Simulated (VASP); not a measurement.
## CuO: single point with PBEsol

Crystal: CuO.

```
Cu O
1.0
     1.99097   -2.15355    0.00000
     1.99097    2.15355    0.00000
     0.00000    0.00000    5.15593
Cu O
2 2
Cartesian
  0.9955 1.0768 0.0000
  0.9955 -1.0768 2.5780
  1.9910 0.0000 1.2890
  1.9910 0.0000 3.8669
```

```json
{
  "Program": "VASP 6.6.1",
  "Task": "single point",
  "Functional": "PBEsol",
  "Potentials or basis": "VASP PAW PBE potentials, release 64 (Cu, O)",
  "Cutoff": "520 eV",
  "k mesh": "4 × 4 × 2",
  "Occupations": "gaussian, width 0.1 eV",
  "Spin": "no spin polarisation"
}
```

- Pressure: -5.5 GPa
- Band gap on the k mesh: zero (band 17 reaches 5.32 eV, above the bottom of band 18 at 4.23 eV)

Stress tensor (GPa, compression positive):
```
-3.51  0.00  0.00
 0.00 -5.00  0.00
 0.00  0.00 -7.98
```

Levels at points of the mesh, in eV from the Fermi level:
| k point | band 13 | band 14 | band 15 | band 16 | band 17 | band 18 | band 19 | band 20 | band 21 | band 22 |
| --- | --- | --- | --- | --- | --- | --- | --- | --- | --- | --- |
| (0.00, 0.00, 0.00) | -2.25 | -2.25 | -2.17 | -1.78 | 0.65 | 0.84 | 1.44 | 6.06 | 7.32 | 13.25 |
| (0.50, 0.00, 0.00) | -2.14 | -1.77 | -1.45 | -1.40 | 0.29 | 0.53 | 3.69 | 5.94 | 6.38 | 10.95 |
| (0.50, 0.50, 0.00) | -2.23 | -2.20 | -1.52 | -1.10 | -1.05 | 1.19 | 2.18 | 7.26 | 9.15 | 10.37 |
| (0.00, 0.00, 0.50) | -2.17 | -2.17 | -1.45 | -1.45 | 0.18 | 0.18 | 3.50 | 3.50 | 11.60 | 11.60 |
| (0.50, 0.00, 0.50) | -2.24 | -2.22 | -1.89 | -1.70 | -0.07 | 0.75 | 4.34 | 5.93 | 8.10 | 8.72 |
| (0.50, 0.50, 0.50) | -1.79 | -1.79 | -1.30 | -1.30 | -0.44 | -0.44 | 4.05 | 4.05 | 10.10 | 10.10 |

Run time: 42 s on 1 thread of AMD EPYC 7R13 (shared host), peak memory 0.13 GiB.

Caveat: the k points lie up to 0.61 Å⁻¹ apart; the PAW data sets were made with another functional, which shifts forces and pressure a little; semilocal functionals often make such compounds metallic where correlation or magnetic order opens a gap, which also shifts bond lengths. With open d or f shells a metallic result of PBEsol can be an artefact of self-interaction; +U or a hybrid may open a gap.
